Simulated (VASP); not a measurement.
**BaTiO3: single point with r2SCAN+U**

BaTiO3:

```xyz
5
Lattice="3.8953 0.0000 0.0000 0.0000 2.7714 2.9192 0.0000 -2.7714 2.9192" Properties=species:S:1:pos:R:3 pbc="T T T"
Ba    0.0000    0.0000    0.0257
Ti    1.9476    0.0000    2.9985
O     0.0000    0.0000    2.8883
O     1.9476   -1.3654    4.3307
O     1.9476    1.3654    4.3307
```

This cell differs from its parent crystal: strain -0.025 along x and y, +0.025 along z.

```yaml
Program: VASP 6.6.1
Task: single point
Functional: r2SCAN
Potentials_or_basis: VASP PAW PBE potentials, release 64 (Ba_sv, Ti_sv, O)
Cutoff: 520 eV
k_mesh: 6 × 6 × 6
Occupations: gaussian, width 0.05 eV
Spin: no spin polarisation
Hubbard_terms: Ti d U = 4.0 eV
```

* Pressure: 9.5 GPa
* Largest force: 0.457 eV/Å
* Band gap on the k mesh: 2.75 eV (least direct gap 2.96 eV)

Forces on the atoms (eV/Å):
```
Ba   0.000  0.000 -0.021
Ti   0.000  0.000 -0.457
O    0.000  0.000 -0.111
O    0.000 -0.337  0.294
O    0.000  0.337  0.294
```

Stress tensor (GPa, compression positive):
```
13.43  0.00  0.00
 0.00 14.39  0.00
 0.00  0.00  0.67
```

Levels at points of the mesh, in eV from the valence-band top:
| k point | band 17 | band 18 | band 19 | band 20 | band 21 | band 22 | band 23 | band 24 |
| --- | --- | --- | --- | --- | --- | --- | --- | --- |
| (0.00, 0.00, 0.00) | -1.18 | -0.52 | -0.37 | -0.21 | 2.75 | 2.88 | 3.03 | 4.48 |
| (0.50, 0.00, 0.00) | -1.87 | -1.83 | -1.27 | -0.78 | 3.10 | 4.45 | 4.66 | 4.68 |
| (0.00, 0.50, 0.00) | -1.75 | -1.67 | -0.96 | -0.89 | 3.06 | 4.42 | 4.45 | 4.56 |
| (0.50, 0.50, 0.00) | -1.95 | -0.90 | -0.90 | -0.14 | 4.45 | 4.69 | 5.03 | 5.18 |
| (0.00, 0.50, 0.50) | -1.96 | -1.21 | -1.01 | -0.24 | 4.38 | 4.54 | 4.85 | 5.54 |
| (0.50, 0.50, 0.50) | -2.21 | -0.14 | -0.10 | 0.00 | 5.11 | 5.23 | 5.29 | 7.01 |

Eigenvalues of the final occupation matrices:
| site | spin | trace | eigenvalues |
| --- | --- | --- | --- |
| site 2 d | 1 | 0.79 | 0.10 0.10 0.10 0.24 0.25 |
| site 2 d | 2 | 0.79 | 0.10 0.10 0.10 0.24 0.25 |

Wall time 3.9 min on 1 thread of AMD EPYC 7R13 Processor (Zen 3), on a shared host, peak memory 0.2 GiB.

Caveat: the cell differs from its parent crystal (strain -0.025 along x and y, +0.025 along z); the stress differs along the axes, from 1 to 14 GPa; the PAW data sets were made with another functional, which shifts forces and pressure a little; spin-orbit coupling is left out, which moves the levels of the heavy elements. A k mesh can miss the band edges.
